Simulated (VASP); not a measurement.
# Au in VASP: a series of runs

Runs on Au. Level: LDA. Tasks: single point.

Program: VASP 6.6.1. These are calculated values, not measurements. Logs are shortened: lines on timing, memory, paths and dates and some standing lists are left out, and cuts for length are marked.

## Step 1: The cell of the first run

The cell holds a slab with vacuum, 5 atoms: a = 2.863 Å, b = 2.863 Å, c = 24.350 Å, α = 90.00°, β = 90.00°, γ = 120.00°.

## Step 2: Single point, LDA

INCAR reads:

```
  PREC = Accurate
  ENCUT = 520
  EDIFF = 1E-6
  ISMEAR = 0
  SIGMA = 0.1
  LREAL = F
  LASPH = T
  NELM = 80
  ALGO = Normal
  ISIF = 2
  LWAVE = F
  LCHARG = T
  LDIPOL = T
  IDIPOL = 3
  DIPOL = 0.5 0.5 0.500
  GGA = CA
  LELF = T
  LVHAR = T
  LVACPOTAV = T
  NBANDS = 36
```

KPOINTS reads:

```
regular mesh
0
Gamma
  12 12 1
```

POSCAR reads:

```
Au
1.0
    2.8628163663      0.0000000000      0.0000000000
   -1.4314081832      2.4792716996      0.0000000000
    0.0000000000      0.0000000000     24.3499190998
Au
5
Direct
    0.6666666667      0.3333333333      0.3080092369
    0.3333333333      0.6666666667      0.4040046184
    0.0000000000      0.0000000000      0.5000000000
    0.6666666667      0.3333333333      0.5959953816
    0.3333333333      0.6666666667      0.6919907631
```

Potentials or basis: VASP PAW LDA potentials, release 64 (Au).

Started as:

```console
$ cat potpaw_LDA.64/Au/POTCAR > POTCAR
$ mpirun -np 1 vasp_std > vasp.out
```

OUTCAR:

```text
PREC = Accurate
   ENCUT = 520
   EDIFF = 1E-6
   ISMEAR = 0
   LREAL = F
   LASPH = T
   NELM = 80
   ISIF = 2
   GGA = CA

 ion  position               nearest neighbor table
   1  0.667  0.333  0.308-   2 2.86   2 2.86   2 2.86
   2  0.333  0.667  0.404-   1 2.86   1 2.86   1 2.86   3 2.86   3 2.86   3 2.86
   3  0.000  0.000  0.500-   2 2.86   4 2.86   4 2.86   2 2.86   4 2.86   2 2.86
   4  0.667  0.333  0.596-   5 2.86   5 2.86   5 2.86   3 2.86   3 2.86   3 2.86
   5  0.333  0.667  0.692-   4 2.86   4 2.86   4 2.86

  LATTYP: Found a hexagonal cell.
 ALAT       =     2.8628163663
 C/A-ratio  =     8.5055819110

  Lattice vectors:

 A1 = (   2.8628163663,   0.0000000000,   0.0000000000)
 A2 = (  -1.4314081832,   2.4792716996,   0.0000000000)
 A3 = (   0.0000000000,   0.0000000000,  24.3499190998)

Analysis of symmetry for initial positions (statically):
=====================================================================
 Subroutine PRICEL returns:
 Original cell was already a primitive cell.

 Routine SETGRP: Setting up the symmetry group for a
 hexagonal supercell.

 Subroutine GETGRP returns: Found 12 space group operations
 (whereof 12 operations were pure point group operations)
 out of a pool of 24 trial point group operations.

The static configuration has the point symmetry D_3d.

Analysis of symmetry for dynamics (positions and initial velocities):
=====================================================================
 Subroutine PRICEL returns:
 Original cell was already a primitive cell.

 Routine SETGRP: Setting up the symmetry group for a
 hexagonal supercell.

 Subroutine GETGRP returns: Found 12 space group operations
 (whereof 12 operations were pure point group operations)
 out of a pool of 24 trial point group operations.

The dynamic configuration has the point symmetry D_3d.

 Subroutine INISYM returns: Found 12 space group operations
 (whereof 12 operations are pure point group operations),
 and found     1 'primitive' translations

----------------------------------------------------------------------------------------

                                     Primitive cell

  volume of cell :     172.8284

  direct lattice vectors                    reciprocal lattice vectors
     2.862816366  0.000000000  0.000000000     0.349306372  0.201672128  0.000000000
    -1.431408183  2.479271700  0.000000000     0.000000000  0.403344256  0.000000000
     0.000000000  0.000000000 24.349919100     0.000000000  0.000000000  0.041067898

  length of vectors
     2.862816366  2.862816366 24.349919100     0.403344256  0.403344256  0.041067898

  position of ions in fractional coordinates (direct lattice)
     0.666666667  0.333333333  0.308009237
     0.333333333  0.666666667  0.404004618
     0.000000000  0.000000000  0.500000000
     0.666666667  0.333333333  0.595995382
     0.333333333  0.666666667  0.691990763

  ion indices of the primitive-cell ions
   primitive index   ion index
                 1           1
                 2           2
                 3           3
                 4           4
                 5           5

----------------------------------------------------------------------------------------

 KPOINTS: regular mesh

Automatic generation of k-mesh.
 Grid dimensions read from file:
 generate k-points for:   12   12    1

 Generating k-lattice:

  Cartesian coordinates                     Fractional coordinates (reciprocal lattice)
     0.029108864  0.016806011  0.000000000     0.083333333  0.000000000  0.000000000
     0.000000000  0.033612021  0.000000000     0.000000000  0.083333333  0.000000000
     0.000000000  0.000000000  0.041067898     0.000000000  0.000000000  1.000000000

  Length of vectors
     0.033612021  0.033612021  0.041067898

  Shift w.r.t. Gamma in fractional coordinates (k-lattice)
     0.000000000  0.000000000  0.000000000

 Subroutine IBZKPT returns following result:
 ===========================================

 Found     19 irreducible k-points:

 Following reciprocal coordinates:
            Coordinates               Weight
  0.000000  0.000000  0.000000      1.000000
  0.083333  0.000000  0.000000      6.000000
  0.166667  0.000000  0.000000      6.000000
  0.250000  0.000000  0.000000      6.000000
  0.333333  0.000000  0.000000      6.000000
  0.416667  0.000000  0.000000      6.000000
[... 11 lines left out ...]
  0.333333  0.250000  0.000000     12.000000
  0.333333  0.333333  0.000000      2.000000
   k-points           NKPTS =     19   k-points in BZ     NKDIM =     19   number of bands    NBANDS=     36
   number of dos      NEDOS =    301   number of ions     NIONS =      5
   total plane-waves  NPLWV = 110592
   dimension x,y,z NGX =    24 NGY =   24 NGZ =  192
   dimension x,y,z NGXF=    48 NGYF=   48 NGZF=  384
   ions per type =               5
   NGX,Y,Z   is equivalent  to a cutoff of  13.94, 13.94, 13.11 a.u.
   NGXF,Y,Z  is equivalent  to a cutoff of  27.87, 27.87, 26.22 a.u.
 SYSTEM =  unknown system
   PREC   = accura    normal or accurate (medium, high low for compatibility)
   ISTART =      0    job   : 0-new  1-cont  2-samecut
   ICHARG =      2    charge: 1-file 2-atom 10-const
   ISPIN  =      1    spin polarized calculation?
   LNONCOLLINEAR =      F non collinear calculations
   LSORBIT =      F    spin-orbit coupling
   LASPH  =      T    aspherical Exc in radial PAW
   ENCUT  =  520.0 eV  38.22 Ry    6.18 a.u.   5.32  5.32 45.27*2*pi/ulx,y,z
   NELM   =     80;   NELMIN=  2; NELMDL= -5     # of ELM steps
   EDIFF  = 0.1E-05   stopping-criterion for ELM
   LREAL  =      F    real-space projection
   EDIFFG = 0.1E-04   stopping-criterion for IOM
   NSW    =      0    number of steps for IOM
   IBRION =     -1    ionic relax: 0-MD 1-quasi-New 2-CG
   NFREE  =      0    steps in history (QN), initial steepest desc. (CG)
   ISIF   =      2    stress and relaxation
   ISYM   =      2    0-nonsym 1-usesym 2-fastsym
   POTIM  = 0.5000    time-step for ionic-motion
   TEBEG  =    0.0;   TEEND  =   0.0 temperature during run
   PSTRESS=    0.0 pullay stress
   NELECT =      55.0000    total number of electrons
   NUPDOWN=      -1.0000    fix difference up-down
   EMIN   =  10.00;   EMAX   =-10.00  energy-range for DOS
   EFERMI =   0.00;   METHOD = LEGACY
   ISMEAR =     0;   SIGMA  =   0.10  broadening in eV -4-tet -1-fermi 0-gaus
   EFERMI_NEDOS =   21; number of points for ismear=-14 and -15
   IALGO  =     38    algorithm
   IMIX   =      4    mixing-type and parameters
     AMIX     =   0.40;   BMIX     =  1.00
     AMIX_MAG =   1.60;   BMIX_MAG =  1.00
  volume/ion in A,a.u.               =      34.57       233.26
  Fermi-wavevector in a.u.,A,eV,Ry     =   1.117697  2.112141 16.997026  1.249246
  Thomas-Fermi vector in A             =   2.254322
   LORBIT       =      0    0 simple, 1 ext, 2 COOP (PROOUT), +10 PAW based schemes
   GGA     = CA    functional components
   LHFCALC =     F    Hartree Fock is set to
   AEXX    =    0.0000 exact exchange contribution
   IVDW    =     0    specifies the selected vdW correction
   LEPSILON=     F    determine dielectric tensor
   LRPA    =     F    only Hartree local field effects (RPA)
 non-spin polarized calculation
 Gauss-broadening in eV      SIGMA  =   0.10
  energy-cutoff  :      520.00
  volume of cell :      172.83
 maximum number of plane-waves:      4687
 NGX is ok and might be reduce to    24
   NGX = 11   NGY = 11   NGZ = 91

 dipolmoment           0.000000      0.000000      0.000000 electrons x Angstroem

 number of electron      55.0000006 magnetization

 dipolmoment           0.000000      0.000000     -0.000000 electrons x Angstroem

 Free energy of the ion-electron system (eV)
  ---------------------------------------------------
  ext. energy  EPLUGINS =         0.00000000
  ---------------------------------------------------
  free energy    TOTEN  =       -21.21903929 eV

  energy without entropy =      -21.20732370  energy(sigma->0) =      -21.21318150

 E-fermi :   1.6798     XC(G=0):  -7.0111

 val. band max:        1.6589870949   @ k =   0.2500   0.2500   0.0000
 cond. band min:       1.8388510543   @ k =   0.0833   0.0833   0.0000
 fundamental gap:      0.1798639594
 Fermi energy:         1.6798460183

 k-point     1 :       0.0000    0.0000    0.0000
  band No.  band energies     occupation
      1      -8.0740      2.00000
      2      -7.2221      2.00000
      3      -6.1814      2.00000
      4      -5.6539      2.00000
      5      -5.6218      2.00000
      6      -3.1359      2.00000
[... 28 lines left out ...]
     35       8.8146      0.00000
     36       9.3491      0.00000

 k-point     2 :       0.0833    0.0000    0.0000
  band No.  band energies     occupation
      1      -7.8566      2.00000
      2      -7.0102      2.00000
      3      -5.9712      2.00000
      4      -5.4630      2.00000
      5      -5.4170      2.00000
      6      -3.2873      2.00000
[... 28 lines left out ...]
     35       8.9857      0.00000
     36       9.4857      0.00000

 k-point     3 :       0.1667    0.0000    0.0000
  band No.  band energies     occupation
      1      -7.2440      2.00000
      2      -6.4327      2.00000
      3      -5.4277      2.00000
      4      -4.9802      2.00000
      5      -4.8867      2.00000
      6      -3.6937      2.00000
[... 28 lines left out ...]
     35       9.4955      0.00000
     36       9.8939      0.00000
[... 547 lines left out ...]
 k-point    18 :       0.3333    0.2500    0.0000
  band No.  band energies     occupation
      1      -4.6820      2.00000
      2      -4.6171      2.00000
      3      -4.2550      2.00000
      4      -4.1947      2.00000
      5      -4.0709      2.00000
      6      -3.8479      2.00000
[... 28 lines left out ...]
     35       8.3778      0.00000
     36       8.9082      0.00000

 k-point    19 :       0.3333    0.3333    0.0000
  band No.  band energies     occupation
      1      -4.4290      2.00000
      2      -4.3796      2.00000
      3      -4.3796      2.00000
      4      -3.9419      2.00000
      5      -3.9419      2.00000
      6      -3.9011      2.00000
[... 28 lines left out ...]
     35       8.4161      0.00000
     36       8.4161      0.00000

------------------------ aborting loop because EDIFF is reached ----------------------------------------

  FORCE on cell =-STRESS in cart. coord.  units (eV):
  Direction    XX          YY          ZZ          XY          YZ          ZX
  --------------------------------------------------------------------------------------
  -------------------------------------------------------------------------------------
  Total       -3.2250817     -3.2250817      0.0874294      0.0000000      0.0000000      0.0000000
  in kB      -29.8975885    -29.8975885      0.8104999      0.0000000      0.0000000      0.0000000
  external PRESSURE =     -19.6615590 kB  Pullay stress =       0.0000000 kB

 VOLUME and BASIS-vectors are now :
 -----------------------------------------------------------------------------
  energy-cutoff  :      520.00
  volume of cell :      172.83
      direct lattice vectors                 reciprocal lattice vectors
     2.862816366  0.000000000  0.000000000     0.349306372  0.201672128  0.000000000
    -1.431408183  2.479271700  0.000000000     0.000000000  0.403344256  0.000000000
     0.000000000  0.000000000 24.349919100     0.000000000  0.000000000  0.041067898

 POSITION                                       TOTAL-FORCE (eV/Angst)
 -----------------------------------------------------------------------------------
      1.43141      0.82642      7.50000         0.000000      0.000000     -0.091920
     -0.00000      1.65285      9.83748         0.000000     -0.000000      0.151295
      0.00000      0.00000     12.17496        -0.000000      0.000000      0.000000
      1.43141      0.82642     14.51244        -0.000000      0.000000     -0.151295
     -0.00000      1.65285     16.84992        -0.000000      0.000000      0.091920
 -----------------------------------------------------------------------------------
    total drift:                               -0.000000      0.000000     -0.000000

  FREE ENERGIE OF THE ION-ELECTRON SYSTEM (eV)
  ---------------------------------------------------
  free  energy   TOTEN  =       -21.2190392892 eV

  energy  without entropy=      -21.2073237040  energy(sigma->0) =      -21.21318150

 vacuum level on the upper side and lower side of the slab         7.272         7.272
```

It took 1.7 min on 1 thread of Intel Xeon Platinum 8488C (Sapphire Rapids), shared host; peak memory 0.29 GiB.

What came out:

| Item | Value |
| --- | --- |
| Free energy | -21.2190 eV |
| Largest force | 0.151 eV/Å |

Forces in eV/Å, atoms in the order of the input:
```
Au   0.000  0.000 -0.092
Au   0.000  0.000  0.151
Au   0.000  0.000  0.000
Au   0.000  0.000 -0.151
Au   0.000  0.000  0.092
```

Caveat: spin-orbit coupling is left out, which moves the levels of the heavy elements.

## Step 3: Single point, LDA

INCAR reads:

```
  ALGO = Normal
  DIPOL = 0.5 0.5 0.500
  EDIFF = 1E-6
  ENCUT = 520
  GGA = CA
  IDIPOL = 3
  ISIF = 2
  ISMEAR = 0
  LASPH = True
  LCHARG = True
  LDIPOL = True
  LELF = True
  LREAL = False
  LVACPOTAV = True
  LVHAR = True
  LWAVE = False
  NBANDS = 36
  NELM = 60
  PREC = Accurate
  SIGMA = 0.1
```

KPOINTS reads:

```
k-points
0
Gamma
  12 12 1
```

POSCAR reads:

```
Au
1.0
    2.8628163663      0.0000000000      0.0000000000
   -1.4314081832      2.4792716996      0.0000000000
    0.0000000000      0.0000000000     24.3499190998
Au
5
Direct
    0.6666666667      0.3333333333      0.3081065084
    0.3333333333      0.6666666667      0.4047667619
    0.0000000000      0.0000000000      0.4999999981
    0.6666666667      0.3333333333      0.5952332376
    0.3333333333      0.6666666667      0.6918934940
```

Potentials or basis: VASP PAW LDA potentials, release 64 (Au).

Started as:

```console
$ cat potpaw_LDA.64/Au/POTCAR > POTCAR
$ mpirun -np 1 vasp_std > vasp.out
```

It took 1.9 min on 1 thread of Intel Xeon Platinum 8488C (Sapphire Rapids), shared host; peak memory 0.29 GiB.

It converged, with:

```
Free energy   : -21.2214 eV
Largest force : 0.021 eV/Å
```

Forces in eV/Å, atoms in the order of the input:
```
Au   0.000  0.000 -0.021
Au   0.000  0.000 -0.008
Au   0.000  0.000  0.000
Au   0.000  0.000  0.008
Au   0.000  0.000  0.021
```

Levels at points of the mesh, in eV from the Fermi level:
```tsv
k point	band 25	band 26	band 27	band 28	band 29	band 30	band 31	band 32
(0.00, 0.00, 0.00)	-2.59	-2.14	-2.14	-1.88	-1.88	-0.94	-0.01	4.71
(0.50, 0.00, 0.00)	-1.38	-0.25	0.78	1.19	1.40	1.47	3.64	4.09
```

Caveat: spin-orbit coupling is left out, which moves the levels of the heavy elements.
